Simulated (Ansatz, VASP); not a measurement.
Zn4W in VASP and in Ansatz

```
Zn W
1.0
     7.21747    0.00000    0.00000
     0.00000    7.21747    0.00000
     0.00000    0.00000    2.53827
Zn W
4 1
Direct
  0.32714 0.00000 0.50000
  0.67286 0.00000 0.50000
  0.00000 0.32714 0.50000
  0.00000 0.67286 0.50000
  0.00000 0.00000 0.00000
```

Alike in both runs: functional PBE; k mesh 4 × 4 × 6; occupations gaussian, width 0.1 eV; no spin polarisation.

Ansatz relaxed the structure, and its values are those at the end. VASP's run is a single point on that final structure, the one shown.

```csv
,VASP,Ansatz
version,VASP 6.6.1,Ansatz 0.2.0
potentials or method,"VASP PAW PBE potentials, release 64 (Zn, W_sv), cutoff 520 eV","scalar-relativistic, plane waves, PAW"
valence electrons in the cell,62,62
```

```csv
,VASP,Ansatz,Ansatz less VASP
gap on the k mesh at the Fermi level (eV),none,none,-
pressure (GPa),0.2,0.0,-0.25
rms of the force components (eV/Å),0.009,0.005,-0.0038
```

A gap of «none» marks a metal or a gap that the smearing closes. The functional is the same, so the differences come from potentials, cutoffs and numerics.

The k mesh is coarse, so the values compare programs but aren't converged. Spin-orbit coupling is off throughout.
